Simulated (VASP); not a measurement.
Here is a VASP 6.6.1 calculation.

Contents of INCAR:

```
SYSTEM = Ga3Sb
ALGO     = Fast           ! electronic algorithm
EDIFF    = 1E-7           ! SCF threshold, eV
ENCUT    = 520            ! plane-wave cutoff, eV
GGA      = PE             ! functional
ISIF     = 2              ! what is computed and relaxed
ISMEAR   = 0              ! smearing method
LASPH    = .True.         ! aspherical terms in the spheres
LCHARG   = .True.         ! write CHGCAR
LELF     = .True.         ! ELF
LREAL    = .False.        ! projectors in reciprocal space
LVHAR    = .True.       
LWAVE    = .False.        ! write WAVECAR
NBANDS   = 30             ! bands
NELM     = 80             ! most SCF steps
PREC     = Accurate       ! precision mode
SIGMA    = 0.1            ! smearing width, eV
```

File KPOINTS:

```
k-points
0
Gamma
  14 14 14
  0 0 0
```

The input POSCAR:

```
Ga3Sb
1.0
   -2.2856658252      2.2856658252      4.2203249373
    2.2856658252     -2.2856658252      4.2203249373
    2.2856658252      2.2856658252     -4.2203249373
Ga Sb
3 1
Direct
    0.7500000000      0.2500000000      0.5000000000
    0.2500000000      0.7500000000      0.5000000000
    0.5000000000      0.5000000000      0.0000000000
    0.0000000000      0.0000000000      0.0000000000
```

Potentials or basis: VASP PAW PBE potentials, release 64 (Ga_d, Sb).

The run is started by

```console
$ cat potpaw_PBE.64/Ga_d/POTCAR potpaw_PBE.64/Sb/POTCAR > POTCAR
$ mpirun -np 1 vasp_std > vasp.out
```

What does it give for the band gap on the k mesh?

Zero (band 22 reaches 8.58 eV, above the bottom of band 23 at 4.25 eV).

Estimate the pressure.

0.0 GPa.

Caveat: spin-orbit coupling is left out, which moves the levels of the heavy elements.
